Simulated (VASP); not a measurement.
# CdS (Greenockite) (P6_3mc) in VASP: single point with LDA

Aim: the single point of CdS (Greenockite) with LDA.

All numbers are computed with VASP 6.6.1; they aren't measurements. Logs are shortened: lines on timing, memory, paths and dates and some standing lists are left out, and cuts for length are marked.

### 1 The cell of the first run

Symmetry: P6_3mc, No. 186, hexagonal system. Conventional cell: a = 4.150 Å, b = 4.150 Å, c = 6.737 Å, α = 90.00°, β = 90.00°, γ = 120.00°. Cd (site symmetry 3m) has 4 S at 2.53 to 2.54 Å within 3.3 Å. Within 3.3 Å of S (site symmetry 3m) lie 4 Cd at 2.53 to 2.54 Å.

### 2 Single point, LDA

Input file INCAR:

```
SYSTEM = CdS
ALGO = Normal ; EDIFF = 1E-7
ENCUT = 520 ; ISIF = 2
ISMEAR = 0 ; LASPH = .True.
LCHARG = .False. ; LREAL = .False.
LWAVE = .False. ; NBANDS = 26
NELM = 60 ; PREC = Accurate
SIGMA = 0.01
```

Input file KPOINTS:

```
Automatic mesh
0
Gamma
  3 3 2
  0 0 0.5
```

Input file POSCAR:

```
CdS
1.0
    4.1500000000      0.0000000000      0.0000000000
   -2.0750000000      3.5940050000      0.0000000000
    0.0000000000      0.0000000000      6.7370000000
Cd S
2 2
Direct
    0.3333333333      0.6666666667      0.0000000000
    0.6666666667      0.3333333333      0.5000000000
    0.3333333333      0.6666666667      0.3750000000
    0.6666666667      0.3333333333      0.8750000000
```

Potentials or basis: VASP PAW LDA potentials, release 64 (Cd, S).

The run is started by

```sh
$ cat potpaw_LDA.64/Cd/POTCAR potpaw_LDA.64/S/POTCAR > POTCAR
$ mpirun -np 1 vasp_std > vasp.out
```

OUTCAR:

```text
SYSTEM = CdS
   EDIFF = 1E-7
   ENCUT = 520
   ISIF = 2
   ISMEAR = 0
   LASPH = .True.
   LREAL = .False.
   NELM = 60
   PREC = Accurate

 ion  position               nearest neighbor table
   1  0.333  0.667  0.000-   3 2.53   4 2.54   4 2.54   4 2.54
   2  0.667  0.333  0.500-   4 2.53   3 2.54   3 2.54   3 2.54
   3  0.333  0.667  0.375-   1 2.53   2 2.54   2 2.54   2 2.54
   4  0.667  0.333  0.875-   2 2.53   1 2.54   1 2.54   1 2.54

  LATTYP: Found a hexagonal cell.
 ALAT       =     4.1500000000
 C/A-ratio  =     1.6233734940

  Lattice vectors:

 A1 = (   4.1500000000,   0.0000000000,   0.0000000000)
 A2 = (  -2.0750000000,   3.5940050000,   0.0000000000)
 A3 = (   0.0000000000,   0.0000000000,   6.7370000000)

Analysis of symmetry for initial positions (statically):
=====================================================================
 Subroutine PRICEL returns:
 Original cell was already a primitive cell.

 Routine SETGRP: Setting up the symmetry group for a
 hexagonal supercell.

 Subroutine GETGRP returns: Found 12 space group operations
 (whereof  6 operations were pure point group operations)
 out of a pool of 24 trial point group operations.

The static configuration has the point symmetry C_3v.
 The point group associated with its full space group is C_6v.

Analysis of symmetry for dynamics (positions and initial velocities):
=====================================================================
 Subroutine PRICEL returns:
 Original cell was already a primitive cell.

 Routine SETGRP: Setting up the symmetry group for a
 hexagonal supercell.

 Subroutine GETGRP returns: Found 12 space group operations
 (whereof  6 operations were pure point group operations)
 out of a pool of 24 trial point group operations.

The dynamic configuration has the point symmetry C_3v.
 The point group associated with its full space group is C_6v.

 Subroutine INISYM returns: Found 12 space group operations
 (whereof  6 operations are pure point group operations),
 and found     1 'primitive' translations

----------------------------------------------------------------------------------------

                                     Primitive cell

  volume of cell :     100.4832

  direct lattice vectors                    reciprocal lattice vectors
     4.150000000  0.000000000  0.000000000     0.240963855  0.139120563  0.000000000
    -2.075000000  3.594005000  0.000000000     0.000000000  0.278241127  0.000000000
     0.000000000  0.000000000  6.737000000     0.000000000  0.000000000  0.148434021
[... 67 lines left out ...]
   LREAL  =      F    real-space projection
   EDIFFG = 0.1E-05   stopping-criterion for IOM
   NSW    =      0    number of steps for IOM
   IBRION =     -1    ionic relax: 0-MD 1-quasi-New 2-CG
   NFREE  =      0    steps in history (QN), initial steepest desc. (CG)
   ISIF   =      2    stress and relaxation
   ISYM   =      2    0-nonsym 1-usesym 2-fastsym
   POTIM  = 0.5000    time-step for ionic-motion
   TEBEG  =    0.0;   TEEND  =   0.0 temperature during run
   PSTRESS=    0.0 pullay stress
   NELECT =      36.0000    total number of electrons
   NUPDOWN=      -1.0000    fix difference up-down
   EMIN   =  10.00;   EMAX   =-10.00  energy-range for DOS
   EFERMI =   0.00;   METHOD = LEGACY
   ISMEAR =     0;   SIGMA  =   0.01  broadening in eV -4-tet -1-fermi 0-gaus
   EFERMI_NEDOS =   21; number of points for ismear=-14 and -15
   IALGO  =     38    algorithm
   IMIX   =      4    mixing-type and parameters
     AMIX     =   0.40;   BMIX     =  1.00
     AMIX_MAG =   1.60;   BMIX_MAG =  1.00
  volume/ion in A,a.u.               =      25.12       169.52
  Fermi-wavevector in a.u.,A,eV,Ry     =   1.162727  2.197236 18.394191  1.351935
  Thomas-Fermi vector in A             =   2.299285
   LORBIT       =      0    0 simple, 1 ext, 2 COOP (PROOUT), +10 PAW based schemes
   GGA     = CA    functional components
   LHFCALC =     F    Hartree Fock is set to
   AEXX    =    0.0000 exact exchange contribution
   IVDW    =     0    specifies the selected vdW correction
   LEPSILON=     F    determine dielectric tensor
   LRPA    =     F    only Hartree local field effects (RPA)
 non-spin polarized calculation
 Gauss-broadening in eV      SIGMA  =   0.01
  energy-cutoff  :      520.00
  volume of cell :      100.48
 maximum number of plane-waves:      2713
 NGX is ok and might be reduce to    32
   NGX = 15   NGY = 15   NGZ = 25

 number of electron      35.9999996 magnetization

 Free energy of the ion-electron system (eV)
  ---------------------------------------------------
  ext. energy  EPLUGINS =         0.00000000
  ---------------------------------------------------
  free energy    TOTEN  =       -14.62067440 eV

  energy without entropy =      -14.62067440  energy(sigma->0) =      -14.62067440

 E-fermi :   0.9890     XC(G=0):  -9.5140

 val. band max:        0.9397298849   @ k =   0.0000   0.0000   0.2500
 cond. band min:       2.9154846216   @ k =   0.0000   0.0000   0.2500
 fundamental gap:      1.9757547367
 Fermi energy:         0.9890464045

 k-point     1 :       0.0000    0.0000    0.2500
  band No.  band energies     occupation
      1     -11.1561      2.00000
      2     -10.8410      2.00000
      3      -6.6681      2.00000
      4      -6.6681      2.00000
      5      -6.6618      2.00000
      6      -6.6080      2.00000
[... 76 lines left out ...]
     25      10.1495      0.00000
     26      10.2325      0.00000

------------------------ aborting loop because EDIFF is reached ----------------------------------------

  FORCE on cell =-STRESS in cart. coord.  units (eV):
  Direction    XX          YY          ZZ          XY          YZ          ZX
  --------------------------------------------------------------------------------------
  -------------------------------------------------------------------------------------
  Total       -1.3035649     -1.3035646     -1.5750589      0.0000000      0.0000000      0.0000000
  in kB      -20.7849946    -20.7849896    -25.1138946      0.0000000      0.0000000      0.0000000
  external PRESSURE =     -22.2279596 kB  Pullay stress =       0.0000000 kB

 VOLUME and BASIS-vectors are now :
 -----------------------------------------------------------------------------
  energy-cutoff  :      520.00
  volume of cell :      100.48
      direct lattice vectors                 reciprocal lattice vectors
     4.150000000  0.000000000  0.000000000     0.240963855  0.139120563  0.000000000
    -2.075000000  3.594005000  0.000000000     0.000000000  0.278241127  0.000000000
     0.000000000  0.000000000  6.737000000     0.000000000  0.000000000  0.148434021

 POSITION                                       TOTAL-FORCE (eV/Angst)
 -----------------------------------------------------------------------------------
     -0.00000      2.39600      0.00000        -0.000000      0.000000     -0.016275
      2.07500      1.19800      3.36850         0.000000      0.000000     -0.016275
     -0.00000      2.39600      2.52637        -0.000000     -0.000000      0.016275
      2.07500      1.19800      5.89487         0.000000      0.000000      0.016275
 -----------------------------------------------------------------------------------
    total drift:                               -0.000000     -0.000000     -0.000549

  FREE ENERGIE OF THE ION-ELECTRON SYSTEM (eV)
  ---------------------------------------------------
  free  energy   TOTEN  =       -14.6206744031 eV

  energy  without entropy=      -14.6206744031  energy(sigma->0) =      -14.62067440
```

stdout:

```text
POSCAR found type information on POSCAR CdS
 POSCAR found :  2 types and       4 ions
 scaLAPACK will be used
 LDA part: xc-table for (Slater(with rela. corr.)+CA(PZ))
 , standard interpolation
 POSCAR, INCAR and KPOINTS ok, starting setup
 FFT: planning ... GRIDC
 FFT: planning ... GRID_SOFT
 FFT: planning ... GRID
 WAVECAR not read
 entering main loop
```

Wall time 25 s (1 thread of AMD EPYC 7R13, shared host); peak memory 0.14 GiB.

Results:

| Item | Value |
| --- | --- |
| Free energy | -14.6207 eV |
| Pressure | -2.2 GPa |
| Largest force | 0.016 eV/Å |
| Band gap on the k mesh | 1.98 eV, direct |

Forces on the atoms (eV/Å):
```
Cd   0.000  0.000 -0.016
Cd   0.000  0.000 -0.016
S    0.000  0.000  0.016
S    0.000  0.000  0.016
```

Caveat: the k points lie up to 0.58 Å⁻¹ apart. A k mesh can miss the band edges.
